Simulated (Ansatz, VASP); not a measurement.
# AlFe: VASP beside Ansatz

```
Al Fe
1.0
     2.87318    0.00000    0.00000
     0.00000    2.87318    0.00000
     0.00000    0.00000    2.87318
Al Fe
1 1
Direct
  0.00000 0.00000 0.00000
  0.50000 0.50000 0.50000
```

Alike in both runs: task single point; functional PBEsol; k mesh 14 × 14 × 14; occupations gaussian, width 0.1 eV; collinear spin.

|  | VASP | Ansatz |
| --- | --- | --- |
| version | VASP 6.6.1 | Ansatz 0.2.0 |
| potentials or method | VASP PAW PBE potentials, release 64 (Al, Fe), cutoff 520 eV | scalar-relativistic, plane waves, PAW |
| valence electrons in the cell | 11 | 19 |

VASP gave:

* gap on the k mesh at the Fermi level (eV): none
* pressure (GPa): -5.1
* net moment per atom (μB): 0.34
* size of the moment on the site where the two differ most (μB): 0.71

Question: What did Ansatz give for the same quantities?

Answer: gap on the k mesh at the Fermi level (eV): none; pressure (GPa): -5.3; net moment per atom (μB): 0.34; size of the moment on the site where the two differ most (μB): 0.70.

VASP's potentials were made for PBE, not for PBEsol. Site moments also hang on the region over which each program counts them. A gap of «none» marks a metal or a gap that the smearing closes. VASP's potentials hold 11 valence electrons a cell and Ansatz's 19, so a difference there can come from the potentials and not from the codes.
